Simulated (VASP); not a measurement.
SmH3, 4 atoms in the cell. Symmetry: Pm-3m, No. 221, cubic system. Conventional cell: a = 3.402 Å, b = 3.402 Å, c = 3.402 Å, α = 90.00°, β = 90.00°, γ = 90.00°. Within 3.2 Å of Sm (site symmetry m-3m) lie 12 H at 2.41 Å. H (site symmetry 4/mmm) has 4 Sm at 2.41 Å and 8 H at 2.41 Å within 3.2 Å. The cell was generated, and may not be a known phase.

* Program: VASP 6.6.1
* Task: single point
* Functional: PBE
* Potentials or basis: VASP PAW PBE potentials, release 64 (Sm_3, H), 4f in core
* Cutoff: 500 eV
* k mesh: 14 × 14 × 14
* Occupations: gaussian, width 0.1 eV
* Spin: no spin polarisation
* Dipole correction: no
* Further INCAR settings: ALGO = Normal; EDIFF = 1e-06; NBANDS = 15

Potentials or basis: VASP PAW PBE potentials, release 64 (Sm_3, H), 4f in core.

Command:

```console
$ cat potpaw_PBE.64/Sm_3/POTCAR potpaw_PBE.64/H/POTCAR > POTCAR
$ mpirun -np 1 vasp_std > vasp.out
```

Hardware: 1 thread of AMD EPYC 9R45 96-Core Processor (Zen 5) (shared host).

Problem. Estimate the wall time of this run.

Solution. Wall time 30 s on 1 thread of AMD EPYC 9R45 96-Core Processor (Zen 5) (shared host), peak memory 0.18 GiB. Counts: scf iterations 12, k points 120.
